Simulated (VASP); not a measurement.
# Au (P6_3/mmc) in VASP: further runs

The runs below take Au through single point, with LDA.

Program: VASP 6.6.1. These are calculated values, not measurements. Logs are shortened: lines on timing, memory, paths and dates and some standing lists are left out, and cuts for length are marked.

## (1) The cell of the first run

Symmetry: P6_3/mmc, No. 194, hexagonal system. The conventional cell has a = 2.900 Å, b = 2.900 Å, c = 4.880 Å, α = 90.00°, β = 90.00°, γ = 120.00°. Au (site symmetry -6m2) has 12 Au at 2.90 to 2.96 Å within 3.8 Å.

## (2) Single point, LDA

INCAR reads:

```
PREC = Accurate ; ENCUT = 520
EDIFF = 1E-6 ; ISMEAR = -1
SIGMA = 0.05 ; LREAL = False
LASPH = True ; NELM = 60
ALGO = Normal ; ISIF = 2
LWAVE = False ; LCHARG = False
NBANDS = 18
```

KPOINTS reads:

```
Automatic mesh
0
Gamma
  11 11 6
```

POSCAR reads:

```
Au
1.0
    2.9000000000      0.0000000000      0.0000000000
   -1.4500000000      2.5114736710      0.0000000000
    0.0000000000      0.0000000000      4.8800000000
Au
2
Direct
    0.6666666667      0.3333333333      0.2500000000
    0.3333333333      0.6666666667      0.7500000000
```

Potentials or basis: VASP PAW LDA potentials, release 64 (Au).

Command:

```bash
cat potpaw_LDA.64/Au/POTCAR > POTCAR
mpirun -np 1 vasp_std > vasp.out
```

OUTCAR:

```text
PREC = Accurate
   ENCUT = 520
   EDIFF = 1E-6
   ISMEAR = -1
   LREAL = False
   LASPH = True
   NELM = 60
   ISIF = 2

 ion  position               nearest neighbor table
   1  0.667  0.333  0.250-   2 2.96   2 2.96   2 2.96   2 2.96   2 2.96   2 2.96
   2  0.333  0.667  0.750-   1 2.96   1 2.96   1 2.96   1 2.96   1 2.96   1 2.96

  LATTYP: Found a hexagonal cell.
 ALAT       =     2.9000000000
 C/A-ratio  =     1.6827586207

  Lattice vectors:

 A1 = (   2.9000000000,   0.0000000000,   0.0000000000)
 A2 = (  -1.4500000000,   2.5114736710,   0.0000000000)
 A3 = (   0.0000000000,   0.0000000000,   4.8800000000)

Analysis of symmetry for initial positions (statically):
=====================================================================
 Subroutine PRICEL returns:
 Original cell was already a primitive cell.

 Routine SETGRP: Setting up the symmetry group for a
 hexagonal supercell.

 Subroutine GETGRP returns: Found 24 space group operations
 (whereof 12 operations were pure point group operations)
 out of a pool of 24 trial point group operations.

The static configuration has the point symmetry D_3d.
 The point group associated with its full space group is D_6h.

Analysis of symmetry for dynamics (positions and initial velocities):
=====================================================================
 Subroutine PRICEL returns:
 Original cell was already a primitive cell.

 Routine SETGRP: Setting up the symmetry group for a
 hexagonal supercell.

 Subroutine GETGRP returns: Found 24 space group operations
 (whereof 12 operations were pure point group operations)
 out of a pool of 24 trial point group operations.

The dynamic configuration has the point symmetry D_3d.
 The point group associated with its full space group is D_6h.

 Subroutine INISYM returns: Found 24 space group operations
 (whereof 12 operations are pure point group operations),
 and found     1 'primitive' translations

----------------------------------------------------------------------------------------

                                     Primitive cell

  volume of cell :      35.5424

  direct lattice vectors                    reciprocal lattice vectors
     2.900000000  0.000000000  0.000000000     0.344827586  0.199086300  0.000000000
    -1.450000000  2.511473671  0.000000000     0.000000000  0.398172599  0.000000000
     0.000000000  0.000000000  4.880000000     0.000000000  0.000000000  0.204918033

[... 81 lines left out ...]
   ENCUT  =  520.0 eV  38.22 Ry    6.18 a.u.   5.39  5.39  9.07*2*pi/ulx,y,z
   NELM   =     60;   NELMIN=  2; NELMDL= -5     # of ELM steps
   EDIFF  = 0.1E-05   stopping-criterion for ELM
   LREAL  =      F    real-space projection
   EDIFFG = 0.1E-04   stopping-criterion for IOM
   NSW    =      0    number of steps for IOM
   IBRION =     -1    ionic relax: 0-MD 1-quasi-New 2-CG
   NFREE  =      0    steps in history (QN), initial steepest desc. (CG)
   ISIF   =      2    stress and relaxation
   ISYM   =      2    0-nonsym 1-usesym 2-fastsym
   POTIM  = 0.5000    time-step for ionic-motion
   TEBEG  =    0.0;   TEEND  =   0.0 temperature during run
   PSTRESS=    0.0 pullay stress
   NELECT =      22.0000    total number of electrons
   NUPDOWN=      -1.0000    fix difference up-down
   EMIN   =  10.00;   EMAX   =-10.00  energy-range for DOS
   EFERMI =   0.00;   METHOD = LEGACY
   ISMEAR =    -1;   SIGMA  =   0.05  broadening in eV -4-tet -1-fermi 0-gaus
   EFERMI_NEDOS =   21; number of points for ismear=-14 and -15
   IALGO  =     38    algorithm
   IMIX   =      4    mixing-type and parameters
     AMIX     =   0.40;   BMIX     =  1.00
     AMIX_MAG =   1.60;   BMIX_MAG =  1.00
  volume/ion in A,a.u.               =      17.77       119.93
  Fermi-wavevector in a.u.,A,eV,Ry     =   1.395191  2.636528 26.484517  1.946557
  Thomas-Fermi vector in A             =   2.518667
   LORBIT       =      0    0 simple, 1 ext, 2 COOP (PROOUT), +10 PAW based schemes
   GGA     = CA    functional components
   LHFCALC =     F    Hartree Fock is set to
   AEXX    =    0.0000 exact exchange contribution
   IVDW    =     0    specifies the selected vdW correction
   LEPSILON=     F    determine dielectric tensor
   LRPA    =     F    only Hartree local field effects (RPA)
 non-spin polarized calculation
  energy-cutoff  :      520.00
  volume of cell :       35.54
 maximum number of plane-waves:       984
 NGX is ok and might be reduce to    24
   NGX = 11   NGY = 11   NGZ = 19

 number of electron      22.0000001 magnetization

 Free energy of the ion-electron system (eV)
  ---------------------------------------------------
  ext. energy  EPLUGINS =         0.00000000
  ---------------------------------------------------
  free energy    TOTEN  =        -8.80431097 eV

  energy without entropy =       -8.79578979  energy(sigma->0) =       -8.80005038

 E-fermi :   8.5390     XC(G=0): -12.7408

 val. band max:        8.5221016094   @ k =   0.1818   0.1818   0.3333
 cond. band min:       8.5598703407   @ k =   0.2727   0.1818   0.5000
 fundamental gap:      0.0377687313
 Fermi energy:         8.5390096268

 k-point     1 :       0.0000    0.0000    0.0000
  band No.  band energies     occupation
      1      -0.8900      2.00000
      2       1.5175      2.00000
      3       3.9192      2.00000
      4       4.2042      2.00000
      5       4.2042      2.00000
      6       4.4928      2.00000
[... 481 lines left out ...]
      5       4.0111      2.00000
      6       4.4374      2.00000
[... 10 lines left out ...]
     17      24.4787      0.00000
     18      25.7021      0.00000

 [... further k-points ...]

------------------------ aborting loop because EDIFF is reached ----------------------------------------

  FORCE on cell =-STRESS in cart. coord.  units (eV):
  Direction    XX          YY          ZZ          XY          YZ          ZX
  --------------------------------------------------------------------------------------
  -------------------------------------------------------------------------------------
  Total       -2.2918325     -2.2918325     -2.3409366      0.0000000      0.0000000      0.0000000
  in kB     -103.3111035   -103.3111035   -105.5246188      0.0000000      0.0000000      0.0000000
  external PRESSURE =    -104.0489419 kB  Pullay stress =       0.0000000 kB

 VOLUME and BASIS-vectors are now :
 -----------------------------------------------------------------------------
  energy-cutoff  :      520.00
  volume of cell :       35.54
      direct lattice vectors                 reciprocal lattice vectors
     2.900000000  0.000000000  0.000000000     0.344827586  0.199086300  0.000000000
    -1.450000000  2.511473671  0.000000000     0.000000000  0.398172599  0.000000000
     0.000000000  0.000000000  4.880000000     0.000000000  0.000000000  0.204918033

 POSITION                                       TOTAL-FORCE (eV/Angst)
 -----------------------------------------------------------------------------------
      1.45000      0.83716      1.22000        -0.000000     -0.000000      0.000000
     -0.00000      1.67432      3.66000         0.000000      0.000000      0.000000
 -----------------------------------------------------------------------------------
    total drift:                                0.000000     -0.000000      0.000000

  FREE ENERGIE OF THE ION-ELECTRON SYSTEM (eV)
  ---------------------------------------------------
  free  energy   TOTEN  =        -8.8043109716 eV

  energy  without entropy=       -8.7957897914  energy(sigma->0) =       -8.80005038
```

OSZICAR:

```text
N       E                     dE             d eps       ncg     rms          rms(c)
DAV:   1     0.122067527376E+03    0.12207E+03   -0.11700E+04  2304   0.118E+03
DAV:   2    -0.729166784353E+01   -0.12936E+03   -0.12336E+03  2438   0.261E+02
DAV:   3    -0.945408179760E+01   -0.21624E+01   -0.21503E+01  2762   0.339E+01
DAV:   4    -0.946322894170E+01   -0.91471E-02   -0.91459E-02  2574   0.233E+00
DAV:   5    -0.946330943700E+01   -0.80495E-04   -0.80494E-04  2614   0.234E-01    0.119E+01
DAV:   6    -0.884669021794E+01    0.61662E+00   -0.12162E+00  2362   0.994E+00    0.761E+00
DAV:   7    -0.880983064254E+01    0.36860E-01   -0.79910E-02  2548   0.247E+00    0.347E+00
DAV:   8    -0.880431101450E+01    0.55196E-02   -0.61271E-03  2434   0.688E-01    0.325E-01
DAV:   9    -0.880430880931E+01    0.22052E-05   -0.24476E-05  2618   0.438E-02    0.154E-02
DAV:  10    -0.880431096479E+01   -0.21555E-05   -0.13181E-06  2028   0.108E-02    0.254E-03
DAV:  11    -0.880431097163E+01   -0.68467E-08   -0.11057E-07  1232   0.284E-03
   1 F= -.88043110E+01 E0= -.88000504E+01  d E =-.852118E-02
```

Wall time 36 s (1 thread of Intel Xeon 8259CL, shared host); peak memory 0.16 GiB.

What came out:

* Free energy: -8.8043 eV
* Pressure: -10.4 GPa
* Band gap on the k mesh: zero (band 11 reaches 12.18 eV, above the bottom of band 12 at 6.01 eV)

Levels at points of the mesh, in eV from the Fermi level:
```
           k point  band 8  band 9  band 10  band 11  band 12  band 13  band 14  band 15
(0.00, 0.00, 0.00)   -3.38   -3.38    -2.10    -2.10    -0.96     2.48    14.65    15.64
(0.00, 0.00, 0.50)   -4.37   -2.53    -2.53    -2.53    -2.53    10.32    10.32    14.91
```

Caveat: spin-orbit coupling is left out, which moves the levels of the heavy elements.

## (3) Single point, LDA

This run uses another cell than the first one, of 18.13 Å³/atom, 1.020 times its volume.

INCAR reads:

```
PREC = Accurate
ENCUT = 520
EDIFF = 1E-6
ISMEAR = -1
SIGMA = 0.05
LREAL = F
LASPH = T
NELM = 60
ALGO = Fast
ISIF = 2
LWAVE = F
LCHARG = F
GGA = CA
NBANDS = 18
```

KPOINTS reads:

```
regular mesh
0
Gamma
  11 11 6
```

POSCAR reads:

```
Au
1.0
    2.9192058577      0.0000000000      0.0000000000
   -1.4596029289      2.5281064317      0.0000000000
    0.0000000000      0.0000000000      4.9123188227
Au
2
Direct
    0.6666666667      0.3333333333      0.2500000000
    0.3333333333      0.6666666667      0.7500000000
```

Potentials or basis: VASP PAW LDA potentials, release 64 (Au).

Command:

```bash
cat potpaw_LDA.64/Au/POTCAR > POTCAR
mpirun -np 1 vasp_std > vasp.out
```

Run time: 51 s. Hardware: 1 thread of Intel Xeon 8259CL, shared host; peak memory 0.16 GiB.

The run converged. Its results:

| Item | Value |
| --- | --- |
| Free energy | -8.7533 eV |
| Pressure | -12.8 GPa |
| Band gap on the k mesh | zero (band 11 reaches 11.80 eV, above the bottom of band 12 at 5.72 eV) |

Levels at points of the mesh, in eV from the Fermi level:
| k point | band 7 | band 8 | band 9 | band 10 | band 11 | band 12 | band 13 | band 14 | band 15 | band 16 |
| --- | --- | --- | --- | --- | --- | --- | --- | --- | --- | --- |
| (0.00, 0.00, 0.00) | -3.96 | -3.31 | -3.31 | -2.08 | -2.08 | -0.87 | 2.39 | 14.65 | 15.62 | 16.70 |
| (0.00, 0.00, 0.50) | -4.27 | -4.27 | -2.50 | -2.50 | -2.50 | -2.50 | 10.20 | 10.20 | 14.90 | 14.90 |

Caveat: spin-orbit coupling is left out, which moves the levels of the heavy elements.
